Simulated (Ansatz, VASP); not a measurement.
**HfO2: VASP beside Ansatz**

```
Hf O
1.0
     5.16084    0.00000   -0.01534
     0.00000    5.21219    0.00000
    -0.88148    0.00000    5.27872
Hf O
4 8
Direct
  0.27572 0.04286 0.20840
  0.72428 0.54286 0.29160
  0.72428 0.95714 0.79160
  0.27572 0.45714 0.70840
  0.44913 0.75722 0.47670
  0.55087 0.25722 0.02330
  0.55087 0.24278 0.52330
  0.44913 0.74278 0.97670
  0.06720 0.32874 0.34837
  0.93280 0.82874 0.15163
  0.93280 0.67126 0.65163
  0.06720 0.17126 0.84837
```

Alike in both runs: task single point; functional PBE; k mesh 6 × 6 × 6; occupations gaussian, width 0.02 eV; no spin polarisation.

```csv
,VASP,Ansatz
version,VASP 6.6.1,Ansatz 0.2.0
potentials or method,"VASP PAW PBE potentials, release 64 (Hf_pv, O), cutoff 520 eV","scalar-relativistic, plane waves, PAW"
valence electrons in the cell,88,152
```

Ansatz gave:

- gap on the k mesh at the Fermi level (eV): 4.04
- least direct gap on the mesh (eV): 4.13
- pressure (GPa): 0.0
- traceless stress, the component that is largest in VASP (GPa): -0.01
- rms of the force components (eV/Å): 0.002

Task: Estimate VASP's values.

Result: gap on the k mesh at the Fermi level (eV): 4.00; least direct gap on the mesh (eV): 4.08; pressure (GPa): -3.0; traceless stress, the component that is largest in VASP (GPa): -0.20; rms of the force components (eV/Å): 0.034.

Atom by atom the forces differ by 0.034 eV/Å (rms over components). VASP's potentials hold 88 valence electrons a cell and Ansatz's 152, so a difference there can come from the potentials and not from the codes.

Spin-orbit coupling is off throughout.
